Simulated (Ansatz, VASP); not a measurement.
## Two plane-wave programs on TiO2

```
Ti O
1.0
     4.59220    0.00000    0.00000
     0.00000    4.59220    0.00000
     0.00000    0.00000    2.95740
Ti O
2 4
Direct
  0.00000 0.00000 0.00000
  0.50000 0.50000 0.50000
  0.30496 0.30496 0.00000
  0.19504 0.80496 0.50000
  0.69504 0.69504 0.00000
  0.80496 0.19504 0.50000
```

Alike in both runs: task single point; functional PBE; k mesh 6 × 6 × 10; occupations gaussian, width 0.02 eV; no spin polarisation; Hubbard terms Ti d U = 4.0 eV.

|  | VASP | Ansatz |
| --- | --- | --- |
| version | VASP 6.6.1 | Ansatz 0.2.0 |
| potentials or method | VASP PAW PBE potentials, release 64 (Ti_sv, O), cutoff 520 eV | scalar-relativistic, plane waves, PAW |
| valence electrons in the cell | 48 | 48 |

VASP gave:

```
gap on the k mesh at the Fermi level (eV)                     : 2.39
least direct gap on the mesh (eV)                             : 2.39
pressure (GPa)                                                : 13.6
traceless stress, the component that is largest in VASP (GPa) : 3.18
rms of the force components (eV/Å)                            : 0.119
```

Which values does Ansatz return?

gap on the k mesh at the Fermi level (eV): 2.34; least direct gap on the mesh (eV): 2.38; pressure (GPa): 9.0; traceless stress, the component that is largest in VASP (GPa): 2.56; rms of the force components (eV/Å): 0.045.

The programs project onto different local orbitals, so the same U acts differently, and such runs can settle in different states. Atom by atom the forces differ by 0.074 eV/Å (rms over components).
